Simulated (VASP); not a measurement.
Write the native input for VASP 6.6.1 that does the following.

* Task: single point
* Functional: PBEsol
* Dispersion: D3(BJ)
* Potentials or basis: VASP PAW PBE potentials, release 64 (W_sv, S)
* Cutoff: 520 eV
* k mesh: 10 × 10 × 2
* Occupations: fermi-dirac, width 0.05 eV
* Spin: no spin polarisation
* Dipole correction: no
* Further INCAR settings: ALGO = Normal; EDIFF = 1e-07; NBANDS = 20

The structure of WS2 lies in POSCAR:

```
WS2
1.0
    3.1835163552      0.0000000000      0.0000000000
   -1.5917581776      2.7570060369      0.0000000000
    0.0000000000      0.0000000000     16.9505778900
W S
1 2
Direct
    0.0000000000      0.0000000000      0.0000000000
    0.3333333333      0.6666666667      0.0920005100
    0.3333333333      0.6666666667      0.9079994900
```

The input as run:

INCAR

```
PREC = Accurate
ENCUT = 520
EDIFF = 1E-7
ISMEAR = -1
SIGMA = 0.05
LREAL = False
LASPH = True
NELM = 100
ALGO = Normal
ISIF = 2
LWAVE = False
LCHARG = False
GGA = PS
IVDW = 12
NBANDS = 20
```

KPOINTS

```
regular mesh
0
Gamma
  10 10 2
```

Potentials or basis: VASP PAW PBE potentials, release 64 (W_sv, S).

Run with:

```sh
$ cat potpaw_PBE.64/W_sv/POTCAR potpaw_PBE.64/S/POTCAR > POTCAR
$ mpirun -np 1 vasp_std > vasp.out
```

Results of the run:

| Item | Value |
| --- | --- |
| Largest force | 0.154 eV/Å |
| Band gap on the k mesh | 1.99 eV (least direct gap 2.15 eV) |
| Dispersion energy per atom | -0.244 eV |

Caveat: three body term missing; there is no dipole correction, which matters where the two faces differ; the PAW data sets were made with another functional, which shifts forces and pressure a little; spin-orbit coupling is left out, which moves the levels of the heavy elements.

Wall time 75 s on 1 thread of Intel(R) Xeon(R) Platinum 8488C (Sapphire Rapids), with other jobs on the host, peak memory 0.28 GiB.
